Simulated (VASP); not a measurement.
Cd4InO, 6 atoms in the cell. The structure is hexagonal, space group P-6m2 (No. 187). Conventional cell: a = 5.860 Å, b = 5.860 Å, c = 4.706 Å, α = 90.00°, β = 90.00°, γ = 120.00°. Within 3.8 Å of Cd (site symmetry -6m2) lie 6 Cd at 2.91 Å and 3 O at 3.38 Å and 3 In at 3.38 Å. Cd (site symmetry mm2) has 2 In at 2.89 Å and 6 Cd at 2.90 to 2.96 Å and 4 O at 3.76 Å within 3.8 Å. In (site symmetry -6m2) has 9 Cd at 2.89 to 3.38 Å and 3 O at 3.38 Å within 3.8 Å. Within 4.4 Å of O (site symmetry -6m2) lie 15 Cd at 3.38 to 3.76 Å and 3 In at 3.38 Å. The cell was built from a structure type or drawn by symmetry, and may not be a known phase.

* Program: VASP 6.6.1
* Task: single point
* Functional: PBE
* Potentials or basis: VASP PAW PBE potentials, release 64 (Cd, In_d, O)
* Cutoff: 520 eV
* k mesh: 3 × 3 × 4
* Occupations: gaussian, width 0.1 eV
* Spin: collinear spin, ferromagnetic start
* Starting moments: [0.0, 0.0, 0.0, 0.0, 0.0, 1.0] μB
* Dipole correction: no
* Further INCAR settings: ALGO = Normal; EDIFF = 1e-07; NBANDS = 46

Potentials or basis: VASP PAW PBE potentials, release 64 (Cd, In_d, O).

Run with:

```console
$ cat potpaw_PBE.64/Cd/POTCAR potpaw_PBE.64/In_d/POTCAR potpaw_PBE.64/O/POTCAR > POTCAR
$ mpirun -np 1 vasp_std > vasp.out
```

Hardware: 1 thread of AMD EPYC 7R43 64-Core Processor (Zen 3), on a shared host.

**Question.** Estimate the wall time of this run.

**Answer.** It took 3.4 min on 1 thread of AMD EPYC 7R43 64-Core Processor (Zen 3) (shared host), peak memory 0.36 GiB. Counts: scf iterations 27, k points 9.
